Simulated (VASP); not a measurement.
Cu:

```xyz
1
Lattice="-1.4428 1.4428 1.3761 1.4428 -1.4428 1.3761 1.4428 1.4428 -1.3761" Properties=species:S:1:pos:R:3 pbc="T T T"
Cu    0.0000    0.0000    0.0000
```

Base run:

```yaml
Program: VASP 6.6.1
Functional: PBE
Potentials_or_basis: VASP PAW PBE potentials, release 64 (Cu_sv_GW)
Cutoff: 820 eV
k_mesh: 10 × 10 × 10
Occupations: gaussian, width 0.05 eV
Spin: no spin polarisation
```

Its results: band gap on the k mesh zero (an odd number of electrons rules out a gap without spin polarisation); pressure 6.4 GPa.

Task: The run is repeated on the same cell with these changes: k mesh from 10 × 10 × 10 to 4 × 4 × 4; occupations from gaussian, width 0.05 eV to gaussian, width 0.1 eV. What comes out?

Result: Band gap on the k mesh zero (an odd number of electrons rules out a gap without spin polarisation); pressure 5.4 GPa.

Caveats: some runs use coarse meshes; the cell stands under pressure (at least some runs).
